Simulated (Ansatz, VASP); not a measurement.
MgO in VASP and in Ansatz

The input INCAR:

```
PREC = Accurate ; ENCUT = 600
EDIFF = 1E-6 ; ISMEAR = -1
SIGMA = 0.02 ; LREAL = F
LASPH = T ; NELM = 120
ALGO = Normal ; ISIF = 2
LWAVE = F ; LCHARG = F
GGA = PE ; NBANDS = 11
GGA_COMPAT = F
```

Contents of KPOINTS:

```
Automatic mesh
0
Gamma
  7 7 7
```

File POSCAR:

```
MgO
1.0
    0.0000000000      2.1620000000      2.1620000000
    2.1620000000      0.0000000000      2.1620000000
    2.1620000000      2.1620000000      0.0000000000
Mg O
1 1
Direct
    0.0000000000      0.0000000000      0.0000000000
    0.5000000000      0.5000000000      0.5000000000
```

Input for Ansatz:

```yaml
crystal:
  lattice:
    - [0.0, 2.162, 2.162]
    - [2.162, 0.0, 2.162]
    - [2.162, 2.162, 0.0]
  atoms:
    - { symbol: Mg, position: [0.0, 0.0, 0.0] }
    - { symbol: O, position: [0.5, 0.5, 0.5] }
hamiltonian:
  xc: pbe
  pseudopotentials: { kind: paw }
basis:
  ecutwfc: 420
kpoints:
  mp_grid: { grid: [7, 7, 7] }
scf:
  occupations: { method: fermi_dirac, width: 0.02 }
  lower_state_search: "off"
  algorithm: density_mixing
  max_iter: 100
  mixing: { algorithm: anderson, ndim: 8, beta: 0.7, preconditioner: none }
output:
  forces: true
  stress: true
```

Alike in both runs: task single point; functional PBE; k mesh 7 × 7 × 7; occupations fermi-dirac, width 0.02 eV; no spin polarisation.

```csv
,VASP,Ansatz
version,VASP 6.6.1,Ansatz 0.2.0
potentials or method,"VASP PAW PBE potentials, release 64 (Mg, O), cutoff 600 eV","PAW, plane waves, scalar-relativistic"
valence electrons in the cell,8,16
```

VASP gave:

| Item | Value |
| --- | --- |
| pressure (GPa) | -7.6 |

Estimate Ansatz's values.

pressure (GPa): -6.6.

VASP's potentials hold 8 valence electrons a cell and Ansatz's 16, so a difference there can come from the potentials and not from the codes.
